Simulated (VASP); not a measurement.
BP: single point with r2SCAN

BP:

```
B P
1.0
     0.00000    2.26771    2.26771
     2.26771    0.00000    2.26771
     2.26771    2.26771    0.00000
B P
1 1
Cartesian
  0.0000 0.0000 0.0000
  3.4016 3.4016 3.4016
```

```yaml
Program: VASP 6.6.1
Task: single point
Functional: r2SCAN
Potentials_or_basis: VASP PAW PBE potentials, release 64 (B, P)
Cutoff: 520 eV
k_mesh: 10 × 10 × 10
Occupations: gaussian, width 0.05 eV
Spin: no spin polarisation
```

```yaml
Pressure: -0.4 GPa
Band_gap_on_the_k_mesh: 1.44 eV, indirect (least direct gap 3.64 eV)
```

Levels at points of the mesh, in eV from the valence-band top:
```csv
k point,band 1,band 2,band 3,band 4,band 5,band 6,band 7,band 8
"(0.00, 0.00, 0.00)",-16.28,0.00,0.00,0.00,3.64,3.64,3.64,8.04
"(0.50, 0.00, 0.00)",-12.78,-9.51,-1.87,-1.87,4.15,5.03,5.03,10.93
"(0.50, 0.50, 0.00)",-11.11,-9.14,-4.35,-4.35,1.54,1.91,13.08,13.08
```

Wall time 72 s on 1 thread of Intel Xeon 8259CL, on a shared host, peak memory 0.11 GiB.

Caveat: the PAW data sets were made with another functional, which shifts forces and pressure a little. r2SCAN opens gaps a little over a GGA but as a rule still falls short of measured ones.
